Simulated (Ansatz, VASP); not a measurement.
**Two plane-wave programs on SiO2**

File INCAR:

```
PREC = Accurate ; ENCUT = 520
EDIFF = 1E-6 ; ISMEAR = 0
SIGMA = 0.02 ; LREAL = False
LASPH = True ; NELM = 60
ALGO = Normal ; ISIF = 2
LWAVE = False ; LCHARG = False
GGA = CA ; IBRION = 2
NSW = 60 ; EDIFFG = -0.008
```

File KPOINTS:

```
Automatic mesh
0
Gamma
  6 6 4
```

POSCAR

```
SiO2
1.0
    5.0386983975      0.0000000000      0.0000000000
   -2.5193491987      4.3636408142      0.0000000000
    0.0000000000      0.0000000000      5.4143578774
Si O
3 6
Direct
    0.0000000000      0.5000000000      0.3333333333
    0.5000000000      0.5000000000      0.6666666667
    0.5000000000      0.0000000000      0.0000000000
    0.5858995684      0.7929497842      0.8333333333
    0.7929497842      0.5858995684      0.5000000000
    0.7929497842      0.2070502158      0.1666666667
    0.4141004316      0.2070502158      0.8333333333
    0.2070502158      0.4141004316      0.5000000000
    0.2070502158      0.7929497842      0.1666666667
```

Input for Ansatz:

```yaml
crystal:
  lattice:
    - [5.0386983975, 0.0, 0.0]
    - [-2.5193491987, 4.3636408142, 0.0]
    - [0.0, 0.0, 5.4143578774]
  atoms:
    - { symbol: Si, position: [0.0, 0.5, 0.3333333333] }
    - { symbol: Si, position: [0.5, 0.5, 0.6666666667] }
    - { symbol: Si, position: [0.5, 0.0, 0.0] }
    - { symbol: O, position: [0.5858995684, 0.7929497842, 0.8333333333] }
    - { symbol: O, position: [0.7929497842, 0.5858995684, 0.5] }
    - { symbol: O, position: [0.7929497842, 0.2070502158, 0.1666666667] }
    - { symbol: O, position: [0.4141004316, 0.2070502158, 0.8333333333] }
    - { symbol: O, position: [0.2070502158, 0.4141004316, 0.5] }
    - { symbol: O, position: [0.2070502158, 0.7929497842, 0.1666666667] }
basis:
  ecutwfc: 420
kpoints:
  mp_grid: { grid: [6, 6, 4] }
hamiltonian:
  xc: lda
scf:
  occupations: { method: gaussian, width: 0.02 }
output:
  forces: true
  stress: true
  eigenvalues: true
  write_density: true
  write_potential: true
  elf: true
  volumetric_format: npy
relax:
  adjacent_minimum: "off"
  f_tol: 0.008
  max_steps: 40
```

Change from the starting cell: strain along c alone, the other axes held, atoms relaxed: -2.0 %.

Alike in both runs: task relaxation of the atoms; functional LDA; k mesh 6 × 6 × 4; occupations gaussian, width 0.02 eV; no spin polarisation.

|  | VASP | Ansatz |
| --- | --- | --- |
| version | VASP 6.6.1 | Ansatz 0.2.0 |
| potentials or method | VASP PAW LDA potentials, release 64 (Si, O), cutoff 520 eV | scalar-relativistic, plane waves, PAW |
| valence electrons in the cell | 48 | 48 |

Ansatz gave:

- gap on the k mesh at the Fermi level, each at its own relaxed structure (eV): 5.57

Which values does VASP return?

gap on the k mesh at the Fermi level, each at its own relaxed structure (eV): 5.56.

LDA's correlation is that of Perdew and Zunger in VASP and of Perdew and Wang (1992) in Ansatz. Ansatz's warnings: stress scf threshold loose.
